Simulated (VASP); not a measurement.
# Pb (Im-3m) in VASP: further runs

Pb is run at these levels: revPBE; tasks: single point.

Everything below comes from runs of VASP 6.6.1. Logs are shortened: lines on timing, memory, paths and dates and some standing lists are left out, and cuts for length are marked.

### 1 The cell of the first run

It takes space group Im-3m (No. 229, cubic). The conventional cell has a = 3.866 Å, b = 3.866 Å, c = 3.866 Å, α = 90.00°, β = 90.00°, γ = 90.00°. Within 4.4 Å of Pb (site symmetry m-3m) lie 14 Pb at 3.35 to 3.87 Å.

### 2 Single point, revPBE (volume scaled by 0.88)

Input file INCAR:

```
ALGO = Normal ; EDIFF = 1E-7
ENCUT = 520 ; GGA = RE
ISIF = 2 ; ISMEAR = -1
LASPH = True ; LCHARG = False
LREAL = False ; LWAVE = False
NBANDS = 13 ; NELM = 60
PREC = Accurate ; SIGMA = 0.1
```

Input file KPOINTS:

```
k-points
0
Gamma
  12 12 12
```

Input file POSCAR:

```
Pb
1.0
   -1.9331383326      1.9331383326      1.9331383326
    1.9331383326     -1.9331383326      1.9331383326
    1.9331383326      1.9331383326     -1.9331383326
Pb
1
Direct
    0.0000000000      0.0000000000      0.0000000000
```

Potentials or basis: VASP PAW PBE potentials, release 64 (Pb_d).

On the command line:

```bash
> cat potpaw_PBE.64/Pb_d/POTCAR > POTCAR
> mpirun -np 1 vasp_std > vasp.out
```

OUTCAR:

```text
EDIFF = 1E-7
   ENCUT = 520
   GGA = RE
   ISIF = 2
   ISMEAR = -1
   LASPH = True
   LREAL = False
   NELM = 60
   PREC = Accurate

 ion  position               nearest neighbor table
   1  0.000  0.000  0.000-

  LATTYP: Found a body centered cubic cell.
 ALAT       =     3.8662766652

  Lattice vectors:

 A1 = (  -1.9331383326,   1.9331383326,   1.9331383326)
 A2 = (   1.9331383326,  -1.9331383326,   1.9331383326)
 A3 = (   1.9331383326,   1.9331383326,  -1.9331383326)

Analysis of symmetry for initial positions (statically):
=====================================================================
 Subroutine PRICEL returns:
 Original cell was already a primitive cell.

 Routine SETGRP: Setting up the symmetry group for a
 body centered cubic supercell.

 Subroutine GETGRP returns: Found 48 space group operations
 (whereof 48 operations were pure point group operations)
 out of a pool of 48 trial point group operations.

The static configuration has the point symmetry O_h .

Analysis of symmetry for dynamics (positions and initial velocities):
=====================================================================
 Subroutine PRICEL returns:
 Original cell was already a primitive cell.

 Routine SETGRP: Setting up the symmetry group for a
 body centered cubic supercell.

 Subroutine GETGRP returns: Found 48 space group operations
 (whereof 48 operations were pure point group operations)
 out of a pool of 48 trial point group operations.

The dynamic configuration has the point symmetry O_h .

 Subroutine INISYM returns: Found 48 space group operations
 (whereof 48 operations are pure point group operations),
 and found     1 'primitive' translations

----------------------------------------------------------------------------------------

                                     Primitive cell

  volume of cell :      28.8967

  direct lattice vectors                    reciprocal lattice vectors
    -1.933138333  1.933138333  1.933138333     0.000000000  0.258646777  0.258646777
     1.933138333 -1.933138333  1.933138333     0.258646777  0.000000000  0.258646777
     1.933138333  1.933138333 -1.933138333     0.258646777  0.258646777  0.000000000

  length of vectors
     3.348293810  3.348293810  3.348293810     0.365781780  0.365781780  0.365781780

  position of ions in fractional coordinates (direct lattice)
     0.000000000  0.000000000  0.000000000

  ion indices of the primitive-cell ions
   primitive index   ion index
[... 80 lines left out ...]
   ISYM   =      2    0-nonsym 1-usesym 2-fastsym
   POTIM  = 0.5000    time-step for ionic-motion
   TEBEG  =    0.0;   TEEND  =   0.0 temperature during run
   PSTRESS=    0.0 pullay stress
   NELECT =      14.0000    total number of electrons
   NUPDOWN=      -1.0000    fix difference up-down
   EMIN   =  10.00;   EMAX   =-10.00  energy-range for DOS
   EFERMI =   0.00;   METHOD = LEGACY
   ISMEAR =    -1;   SIGMA  =   0.10  broadening in eV -4-tet -1-fermi 0-gaus
   EFERMI_NEDOS =   21; number of points for ismear=-14 and -15
   IALGO  =     38    algorithm
   IMIX   =      4    mixing-type and parameters
     AMIX     =   0.40;   BMIX     =  1.00
     AMIX_MAG =   1.60;   BMIX_MAG =  1.00
  volume/ion in A,a.u.               =      28.90       195.00
  Fermi-wavevector in a.u.,A,eV,Ry     =   1.285784  2.429779 22.493692  1.653240
  Thomas-Fermi vector in A             =   2.417897
   LORBIT       =      0    0 simple, 1 ext, 2 COOP (PROOUT), +10 PAW based schemes
   GGA     = RE    functional components
   LHFCALC =     F    Hartree Fock is set to
   AEXX    =    0.0000 exact exchange contribution
   IVDW    =     0    specifies the selected vdW correction
   LEPSILON=     F    determine dielectric tensor
   LRPA    =     F    only Hartree local field effects (RPA)
 non-spin polarized calculation
  energy-cutoff  :      520.00
  volume of cell :       28.90
 maximum number of plane-waves:       798
 NGX is ok and might be reduce to    28
   NGX = 13   NGY = 13   NGZ = 13

 number of electron      13.9999997 magnetization

 Free energy of the ion-electron system (eV)
  ---------------------------------------------------
  ext. energy  EPLUGINS =         0.00000000
  ---------------------------------------------------
  free energy    TOTEN  =        -3.13970160 eV

  energy without entropy =       -3.11764341  energy(sigma->0) =       -3.12867251

 E-fermi :   7.9430     XC(G=0): -10.3527

 val. band max:        7.9216538028   @ k =  -0.3333   0.3333   0.3333
 cond. band min:       8.0251184822   @ k =   0.5000   0.5000   0.4167
 fundamental gap:      0.1034646794
 Fermi energy:         7.9429542696

 k-point     1 :       0.0000    0.0000    0.0000
  band No.  band energies     occupation
      1      -9.2965      2.00000
      2      -9.2965      2.00000
      3      -9.2965      2.00000
      4      -9.0241      2.00000
      5      -9.0241      2.00000
      6      -4.1613      2.00000
      7      16.0399      0.00000
      8      16.0399      0.00000
      9      16.0399      0.00000
     10      19.0871      0.00000
     11      19.0871      0.00000
     12      19.0871      0.00000
     13      20.5478      0.00000
[... 354 lines left out ...]
  band No.  band energies     occupation
      1      -9.3723      2.00000
      2      -9.2757      2.00000
      3      -9.0380      2.00000
      4      -9.0306      2.00000
      5      -8.9067      2.00000
      6       0.1850      2.00000
      7       4.0127      2.00000
      8       9.7982      0.00000
      9      11.4996      0.00000
     10      18.1566      0.00000
     11      19.1877      0.00000
     12      22.8073      0.00000
     13      23.1103      0.00000

 [... further k-points ...]

------------------------ aborting loop because EDIFF is reached ----------------------------------------

  FORCE on cell =-STRESS in cart. coord.  units (eV):
  Direction    XX          YY          ZZ          XY          YZ          ZX
  --------------------------------------------------------------------------------------
  -------------------------------------------------------------------------------------
  Total        1.1142675      1.1142675      1.1142675     -0.0000000      0.0000000     -0.0000000
  in kB       61.7804776     61.7804776     61.7804776     -0.0000000      0.0000000     -0.0000000
  external PRESSURE =      61.7804776 kB  Pullay stress =       0.0000000 kB

 VOLUME and BASIS-vectors are now :
 -----------------------------------------------------------------------------
  energy-cutoff  :      520.00
  volume of cell :       28.90
      direct lattice vectors                 reciprocal lattice vectors
    -1.933138333  1.933138333  1.933138333     0.000000000  0.258646777  0.258646777
     1.933138333 -1.933138333  1.933138333     0.258646777  0.000000000  0.258646777
     1.933138333  1.933138333 -1.933138333     0.258646777  0.258646777  0.000000000

 POSITION                                       TOTAL-FORCE (eV/Angst)
 -----------------------------------------------------------------------------------
      0.00000      0.00000      0.00000        -0.000000      0.000000      0.000000
 -----------------------------------------------------------------------------------
    total drift:                               -0.000000     -0.000000     -0.000000

  FREE ENERGIE OF THE ION-ELECTRON SYSTEM (eV)
  ---------------------------------------------------
  free  energy   TOTEN  =        -3.1397016034 eV

  energy  without entropy=       -3.1176434132  energy(sigma->0) =       -3.12867251
```

stdout:

```text
POSCAR found type information on POSCAR Pb
 POSCAR found :  1 types and       1 ions
 scaLAPACK will be used
 -----------------------------------------------------------------------------
|                                                                             |
|                                                                             |
|     You enforced a specific xc type in the INCAR file but a different       |
|     I HOPE YOU KNOW WHAT YOU ARE DOING!                                     |
|                                                                             |
 -----------------------------------------------------------------------------

 LDA part: xc-table for (Slater+PW92), standard interpolation
 POSCAR, INCAR and KPOINTS ok, starting setup
 FFT: planning ... GRIDC
 FFT: planning ... GRID_SOFT
 FFT: planning ... GRID
 WAVECAR not read
 entering main loop
```

Run time: 39 s. Hardware: 1 thread of Intel Xeon 8259CL, shared host; peak memory 0.17 GiB.

Results:

```yaml
Free_energy: -3.1397 eV
Pressure: 6.2 GPa
Band_gap_on_the_k_mesh: zero (band 7 reaches 16.04 eV, above the bottom of band 8 at 5.73 eV)
```

Caveat: the PAW data sets were made with another functional, which shifts forces and pressure a little; spin-orbit coupling is left out, which moves the levels of the heavy elements.

### 3 Single point, revPBE (volume scaled by 0.92)

Input file INCAR:

```
SYSTEM = Pb
  PREC = Accurate
  ENCUT = 520
  EDIFF = 1E-6
  ISMEAR = -1
  SIGMA = 0.1
  LREAL = .FALSE.
  LASPH = .TRUE.
  NELM = 100
  ALGO = Normal
  ISIF = 2
  LWAVE = .FALSE.
  LCHARG = .TRUE.
  GGA = RE
  LELF = .TRUE.
  LVHAR = .TRUE.
  NBANDS = 13
```

Input file KPOINTS:

```
Automatic mesh
0
G
  12 12 12
  0 0 0
```

Input file POSCAR:

```
Pb
1.0
   -1.9619953979      1.9619953979      1.9619953979
    1.9619953979     -1.9619953979      1.9619953979
    1.9619953979      1.9619953979     -1.9619953979
Pb
1
Direct
    0.0000000000      0.0000000000      0.0000000000
```

Potentials or basis: VASP PAW PBE potentials, release 64 (Pb_d).

On the command line:

```bash
> cat potpaw_PBE.64/Pb_d/POTCAR > POTCAR
> mpirun -np 1 vasp_std > vasp.out
```

OUTCAR:

```text
SYSTEM = Pb
   PREC = Accurate
   ENCUT = 520
   EDIFF = 1E-6
   ISMEAR = -1
   LREAL = .FALSE.
   LASPH = .TRUE.
   NELM = 100
   ISIF = 2
   GGA = RE

 ion  position               nearest neighbor table
   1  0.000  0.000  0.000-

  LATTYP: Found a body centered cubic cell.
 ALAT       =     3.9239907958

  Lattice vectors:

 A1 = (  -1.9619953979,   1.9619953979,   1.9619953979)
 A2 = (   1.9619953979,  -1.9619953979,   1.9619953979)
 A3 = (   1.9619953979,   1.9619953979,  -1.9619953979)

Analysis of symmetry for initial positions (statically):
=====================================================================
 Subroutine PRICEL returns:
 Original cell was already a primitive cell.

 Routine SETGRP: Setting up the symmetry group for a
 body centered cubic supercell.

 Subroutine GETGRP returns: Found 48 space group operations
 (whereof 48 operations were pure point group operations)
 out of a pool of 48 trial point group operations.

The static configuration has the point symmetry O_h .

Analysis of symmetry for dynamics (positions and initial velocities):
=====================================================================
 Subroutine PRICEL returns:
 Original cell was already a primitive cell.

 Routine SETGRP: Setting up the symmetry group for a
 body centered cubic supercell.

 Subroutine GETGRP returns: Found 48 space group operations
 (whereof 48 operations were pure point group operations)
 out of a pool of 48 trial point group operations.

The dynamic configuration has the point symmetry O_h .

 Subroutine INISYM returns: Found 48 space group operations
 (whereof 48 operations are pure point group operations),
 and found     1 'primitive' translations

----------------------------------------------------------------------------------------

                                     Primitive cell
[... 114 lines left out ...]
   GGA     = RE    functional components
   LHFCALC =     F    Hartree Fock is set to
   AEXX    =    0.0000 exact exchange contribution
   IVDW    =     0    specifies the selected vdW correction
   LEPSILON=     F    determine dielectric tensor
   LRPA    =     F    only Hartree local field effects (RPA)
 non-spin polarized calculation
  energy-cutoff  :      520.00
  volume of cell :       30.21
 maximum number of plane-waves:       856
 NGX is ok and might be reduce to    28
   NGX = 13   NGY = 13   NGZ = 13

 number of electron      14.0000004 magnetization

 Free energy of the ion-electron system (eV)
  ---------------------------------------------------
  ext. energy  EPLUGINS =         0.00000000
  ---------------------------------------------------
  free energy    TOTEN  =        -3.18037215 eV

  energy without entropy =       -3.15778291  energy(sigma->0) =       -3.16907753

 E-fermi :   7.4135     XC(G=0): -10.1349

 val. band max:        7.4026571098   @ k =  -0.4167   0.4167   0.4167
 cond. band min:       7.4485595254   @ k =  -0.2500   0.3333   0.0833
 fundamental gap:      0.0459024156
 Fermi energy:         7.4135352876

 k-point     1 :       0.0000    0.0000    0.0000
  band No.  band energies     occupation
      1      -9.7640      2.00000
      2      -9.7640      2.00000
      3      -9.7640      2.00000
      4      -9.5235      2.00000
      5      -9.5235      2.00000
      6      -4.3601      2.00000
      7      15.1190      0.00000
      8      15.1190      0.00000
      9      15.1190      0.00000
     10      18.5141      0.00000
     11      18.5141      0.00000
     12      18.5141      0.00000
     13      19.3253      0.00000
[... 354 lines left out ...]
  band No.  band energies     occupation
      1      -9.8288      2.00000
      2      -9.7393      2.00000
      3      -9.5360      2.00000
      4      -9.5301      2.00000
      5      -9.4195      2.00000
      6      -0.3130      2.00000
      7       3.7027      2.00000
      8       9.2185      0.00000
      9      10.9047      0.00000
     10      17.3004      0.00000
     11      18.4248      0.00000
     12      21.8681      0.00000
     13      22.3748      0.00000

 [... further k-points ...]

------------------------ aborting loop because EDIFF is reached ----------------------------------------

  FORCE on cell =-STRESS in cart. coord.  units (eV):
  Direction    XX          YY          ZZ          XY          YZ          ZX
  --------------------------------------------------------------------------------------
  -------------------------------------------------------------------------------------
  Total        0.6933116      0.6933116      0.6933116     -0.0000000     -0.0000000     -0.0000000
  in kB       36.7692778     36.7692778     36.7692778     -0.0000000     -0.0000000     -0.0000000
  external PRESSURE =      36.7692778 kB  Pullay stress =       0.0000000 kB

 VOLUME and BASIS-vectors are now :
 -----------------------------------------------------------------------------
  energy-cutoff  :      520.00
  volume of cell :       30.21
      direct lattice vectors                 reciprocal lattice vectors
    -1.961995398  1.961995398  1.961995398     0.000000000  0.254842596  0.254842596
     1.961995398 -1.961995398  1.961995398     0.254842596  0.000000000  0.254842596
     1.961995398  1.961995398 -1.961995398     0.254842596  0.254842596  0.000000000

 POSITION                                       TOTAL-FORCE (eV/Angst)
 -----------------------------------------------------------------------------------
      0.00000      0.00000      0.00000         0.000000      0.000000     -0.000000
 -----------------------------------------------------------------------------------
    total drift:                                0.000000     -0.000000     -0.000000

  FREE ENERGIE OF THE ION-ELECTRON SYSTEM (eV)
  ---------------------------------------------------
  free  energy   TOTEN  =        -3.1803721518 eV

  energy  without entropy=       -3.1577829085  energy(sigma->0) =       -3.16907753
```

Wall time 41 s (1 thread of Intel Xeon 8259CL, shared host); peak memory 0.17 GiB.

What came out:

```yaml
Free_energy: -3.1804 eV
Pressure: 3.7 GPa
Band_gap_on_the_k_mesh: zero (band 7 reaches 15.12 eV, above the bottom of band 8 at 5.34 eV)
```

Caveat: the PAW data sets were made with another functional, which shifts forces and pressure a little; spin-orbit coupling is left out, which moves the levels of the heavy elements.
